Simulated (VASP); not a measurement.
# B (Fm-3m) in VASP: notebook

B is run at these levels: PBE; tasks: single point, relaxation of cell and atoms.

Program: VASP 6.6.1. These are calculated values, not measurements. Logs are shortened: lines on timing, memory, paths and dates and some standing lists are left out, and cuts for length are marked.

### Step 1. The cell of the first run

It takes space group Fm-3m (No. 225, cubic). The conventional cell has a = 4.278 Å, b = 4.278 Å, c = 4.278 Å, α = 90.00°, β = 90.00°, γ = 90.00°. B (site symmetry -43m) has 10 B at 1.85 to 2.14 Å within 2.5 Å. B (site symmetry m-3m) has 8 B at 1.85 Å within 2.5 Å.

### Step 2. Single point, PBE

INCAR reads:

```
SYSTEM = B
ALGO = Normal ; EDIFF = 1E-6
ENCUT = 520 ; GGA = PE
ISIF = 2 ; ISMEAR = 0
LASPH = .TRUE. ; LCHARG = .FALSE.
LREAL = .FALSE. ; LWAVE = .FALSE.
NBANDS = 12 ; NELM = 80
PREC = Accurate ; SIGMA = 0.1
```

KPOINTS reads:

```
k-points
0
G
  18 18 18
  0 0 0
```

POSCAR reads:

```
B
1.0
    0.0000000000      2.1389282519      2.1389282519
    2.1389282519      0.0000000000      2.1389282519
    2.1389282519      2.1389282519      0.0000000000
B
3
Direct
    0.2500000000      0.2500000000      0.2500000000
    0.7500000000      0.7500000000      0.7500000000
    0.5000000000      0.5000000000      0.5000000000
```

Potentials or basis: VASP PAW PBE potentials, release 64 (B).

The run is started by

```console
cat potpaw_PBE.64/B/POTCAR > POTCAR
mpirun -np 1 vasp_std > vasp.out
```

OUTCAR:

```text
SYSTEM = B
   EDIFF = 1E-6
   ENCUT = 520
   GGA = PE
   ISIF = 2
   ISMEAR = 0
   LASPH = .TRUE.
   LREAL = .FALSE.
   NELM = 80
   PREC = Accurate

 ion  position               nearest neighbor table
   1  0.250  0.250  0.250-   3 1.85   3 1.85   3 1.85   3 1.85   2 2.14   2 2.14   2 2.14   2 2.14
                             2 2.14   2 2.14
   2  0.750  0.750  0.750-   3 1.85   3 1.85   3 1.85   3 1.85   1 2.14   1 2.14   1 2.14   1 2.14
                             1 2.14   1 2.14
   3  0.500  0.500  0.500-   1 1.85   2 1.85   1 1.85   1 1.85   1 1.85   2 1.85   2 1.85   2 1.85

  LATTYP: Found a face centered cubic cell.
 ALAT       =     4.2778565038

  Lattice vectors:

 A1 = (   0.0000000000,   2.1389282519,   2.1389282519)
 A2 = (   2.1389282519,   0.0000000000,   2.1389282519)
 A3 = (   2.1389282519,   2.1389282519,   0.0000000000)

Analysis of symmetry for initial positions (statically):
=====================================================================
 Subroutine PRICEL returns:
 Original cell was already a primitive cell.

 Routine SETGRP: Setting up the symmetry group for a
 face centered cubic supercell.

 Subroutine GETGRP returns: Found 48 space group operations
 (whereof 48 operations were pure point group operations)
 out of a pool of 48 trial point group operations.

The static configuration has the point symmetry O_h .

Analysis of symmetry for dynamics (positions and initial velocities):
=====================================================================
 Subroutine PRICEL returns:
 Original cell was already a primitive cell.

 Routine SETGRP: Setting up the symmetry group for a
 face centered cubic supercell.

 Subroutine GETGRP returns: Found 48 space group operations
 (whereof 48 operations were pure point group operations)
 out of a pool of 48 trial point group operations.

The dynamic configuration has the point symmetry O_h .

 Subroutine INISYM returns: Found 48 space group operations
 (whereof 48 operations are pure point group operations),
 and found     1 'primitive' translations

----------------------------------------------------------------------------------------

                                     Primitive cell

  volume of cell :      19.5713

  direct lattice vectors                    reciprocal lattice vectors
     0.000000000  2.138928252  2.138928252    -0.233761932  0.233761932  0.233761932
     2.138928252  0.000000000  2.138928252     0.233761932 -0.233761932  0.233761932
     2.138928252  2.138928252  0.000000000     0.233761932  0.233761932 -0.233761932

  length of vectors
[... 84 lines left out ...]
   EDIFF  = 0.1E-05   stopping-criterion for ELM
   LREAL  =      F    real-space projection
[... 7 lines left out ...]
   TEBEG  =    0.0;   TEEND  =   0.0 temperature during run
   PSTRESS=    0.0 pullay stress
   NELECT =       9.0000    total number of electrons
   NUPDOWN=      -1.0000    fix difference up-down
   EMIN   =  10.00;   EMAX   =-10.00  energy-range for DOS
   EFERMI =   0.00;   METHOD = LEGACY
   ISMEAR =     0;   SIGMA  =   0.10  broadening in eV -4-tet -1-fermi 0-gaus
   EFERMI_NEDOS =   21; number of points for ismear=-14 and -15
   IALGO  =     38    algorithm
   IMIX   =      4    mixing-type and parameters
     AMIX     =   0.40;   BMIX     =  1.00
     AMIX_MAG =   1.60;   BMIX_MAG =  1.00
  volume/ion in A,a.u.               =       6.52        44.02
  Fermi-wavevector in a.u.,A,eV,Ry     =   1.263619  2.387894 21.724868  1.596733
  Thomas-Fermi vector in A             =   2.396966
   LORBIT       =      0    0 simple, 1 ext, 2 COOP (PROOUT), +10 PAW based schemes
   GGA     = PE    functional components
   LHFCALC =     F    Hartree Fock is set to
   AEXX    =    0.0000 exact exchange contribution
   IVDW    =     0    specifies the selected vdW correction
   LEPSILON=     F    determine dielectric tensor
   LRPA    =     F    only Hartree local field effects (RPA)
 non-spin polarized calculation
 Gauss-broadening in eV      SIGMA  =   0.10
  energy-cutoff  :      520.00
  volume of cell :       19.57
 maximum number of plane-waves:       544
   NGX = 11   NGY = 11   NGZ = 11

 number of electron       9.0000000 magnetization

 Free energy of the ion-electron system (eV)
  ---------------------------------------------------
  ext. energy  EPLUGINS =         0.00000000
  ---------------------------------------------------
  free energy    TOTEN  =       -17.85265896 eV

  energy without entropy =      -17.84695923  energy(sigma->0) =      -17.84980910

 E-fermi :   9.2843     XC(G=0): -12.3374

 val. band max:        9.2725429138   @ k =   0.3333   0.1111   0.0556
 cond. band min:       9.2961713520   @ k =   0.5000   0.1111   0.0000
 fundamental gap:      0.0236284382
 Fermi energy:         9.2842892786

 k-point     1 :       0.0000    0.0000    0.0000
  band No.  band energies     occupation
      1      -8.8997      2.00000
      2       7.9606      2.00000
      3       7.9606      2.00000
      4       7.9606      2.00000
      5       9.0220      1.99979
      6       9.0220      1.99979
      7       9.0220      1.99979
      8      15.7758      0.00000
      9      17.2780      0.00000
     10      17.2780      0.00000
     11      17.2780      0.00000
     12      19.4026      0.00000
[... 331 lines left out ...]
 k-point    24 :      -0.2222    0.0556    0.0000
  band No.  band energies     occupation
      1      -7.7274      2.00000
      2       1.9590      2.00000
      3       5.2420      2.00000
      4       6.8815      2.00000
      5       9.6129      0.00000
      6      10.9363      0.00000
      7      12.2062      0.00000
      8      15.9810      0.00000
      9      16.2828      0.00000
     10      17.3411      0.00000
     11      19.2655      0.00000
     12      22.3322      0.00000

 [... further k-points ...]
[... 5 lines left out ...]
  --------------------------------------------------------------------------------------
  -------------------------------------------------------------------------------------
  Total       -0.0029700     -0.0029700     -0.0029700      0.0000000      0.0000000      0.0000000
  in kB       -0.2431380     -0.2431380     -0.2431380      0.0000000      0.0000000      0.0000000
  external PRESSURE =      -0.2431380 kB  Pullay stress =       0.0000000 kB

 VOLUME and BASIS-vectors are now :
 -----------------------------------------------------------------------------
  energy-cutoff  :      520.00
  volume of cell :       19.57
      direct lattice vectors                 reciprocal lattice vectors
     0.000000000  2.138928252  2.138928252    -0.233761932  0.233761932  0.233761932
     2.138928252  0.000000000  2.138928252     0.233761932 -0.233761932  0.233761932
     2.138928252  2.138928252  0.000000000     0.233761932  0.233761932 -0.233761932

 POSITION                                       TOTAL-FORCE (eV/Angst)
 -----------------------------------------------------------------------------------
      1.06946      1.06946      1.06946         0.000000      0.000000      0.000000
      3.20839      3.20839      3.20839        -0.000000     -0.000000     -0.000000
      2.13893      2.13893      2.13893         0.000000     -0.000000      0.000000
 -----------------------------------------------------------------------------------
    total drift:                               -0.000000      0.000000      0.000000

  FREE ENERGIE OF THE ION-ELECTRON SYSTEM (eV)
  ---------------------------------------------------
  free  energy   TOTEN  =       -17.8526589634 eV

  energy  without entropy=      -17.8469592323  energy(sigma->0) =      -17.84980910
```

stdout:

```text
POSCAR found type information on POSCAR B
 POSCAR found :  1 types and       3 ions
 scaLAPACK will be used
 LDA part: xc-table for (Slater+PW92), standard interpolation
 POSCAR, INCAR and KPOINTS ok, starting setup
 FFT: planning ... GRIDC
 FFT: planning ... GRID_SOFT
 FFT: planning ... GRID
 WAVECAR not read
 entering main loop
```

Run time: 36 s. Hardware: 1 thread of Intel Xeon 8259CL, shared host; peak memory 0.16 GiB.

Results:

```
Free energy : -17.8527 eV
Pressure    : 0.0 GPa
```

Levels at points of the mesh, in eV from the Fermi level:
```csv
k point,band 2,band 3,band 4,band 5,band 6,band 7,band 8,band 9
"(0.00, 0.00, 0.00)",-1.32,-1.32,-1.32,-0.26,-0.26,-0.26,6.49,7.99
"(0.50, 0.00, 0.00)",-13.01,-3.75,-3.75,0.10,0.10,3.31,6.09,11.65
"(0.50, 0.50, 0.00)",-11.71,-7.62,-7.62,-2.61,0.82,9.12,9.12,11.76
```

### Step 3. Relaxation of cell and atoms, PBE

This run uses another cell than the first one, of 6.48 Å³/atom, 0.994 times its volume.

INCAR reads:

```
SYSTEM = B
ALGO = Normal ; EDIFF = 1E-6
EDIFFG = -0.01 ; ENCUT = 600
GGA = PE ; IBRION = 2
ISIF = 3 ; ISMEAR = 0
LASPH = .True. ; LCHARG = .False.
LREAL = .False. ; LWAVE = .False.
NELM = 60 ; NSW = 100
PREC = Accurate ; SIGMA = 0.1
```

KPOINTS reads:

```
k-points
0
Gamma
  18 18 18
  0 0 0
```

POSCAR reads:

```
B
1.0
    0.0000000000      2.1346712762      2.1346712762
    2.1346712762      0.0000000000      2.1346712762
    2.1346712762      2.1346712762      0.0000000000
B
3
Direct
    0.2500000000      0.2500000000      0.2500000000
    0.7500000000      0.7500000000      0.7500000000
    0.5000000000      0.5000000000      0.5000000000
```

Potentials or basis: VASP PAW PBE potentials, release 64 (B).

The run is started by

```console
cat potpaw_PBE.64/B/POTCAR > POTCAR
mpirun -np 1 vasp_std > vasp.out
```

Run time: 60 s. Hardware: 1 thread of Intel Xeon 8259CL, shared host; peak memory 0.15 GiB.

It converged, with:

```
Free energy                            : -17.8552 eV
Relaxed volume                         : 6.52 Å³/atom
Relaxed cell                           : a = 3.025 Å, b = 3.025 Å, c = 3.025 Å, α = 60.00°, β = 60.00°, γ = 60.00°
Space group after relaxing (to 0.05 Å) : Fm-3m (No. 225)
Energy gained by relaxing              : 0.2 meV/atom
Ionic steps                            : 3
Pressure after relaxing                : 0.0 GPa
```

The path:
```csv
step,energy change (eV),largest force (eV/Å),pressure (GPa),volume (Å³)
1,0.0000,0.0000,1.39,19.45
2,-0.0004,0.0000,-0.58,19.61
3,-0.0005,0.0000,0.01,19.57
```

Final structure:
```
B
1.0
     0.00000    2.13872    2.13872
     2.13872    0.00000    2.13872
     2.13872    2.13872    0.00000
B
3
Direct
  0.25000 0.25000 0.25000
  0.75000 0.75000 0.75000
  0.50000 0.50000 0.50000
```

Levels at points of the mesh, in eV from the Fermi level:
```csv
k point,band 3,band 4,band 5,band 6,band 7,band 8
"(0.00, 0.00, 0.00)",-1.32,-1.32,-0.26,-0.26,-0.26,6.50
"(0.50, 0.00, 0.00)",-3.75,-3.75,0.10,0.10,3.31,6.09
"(0.50, 0.50, 0.00)",-7.62,-7.62,-2.61,0.82,9.12,9.12
```
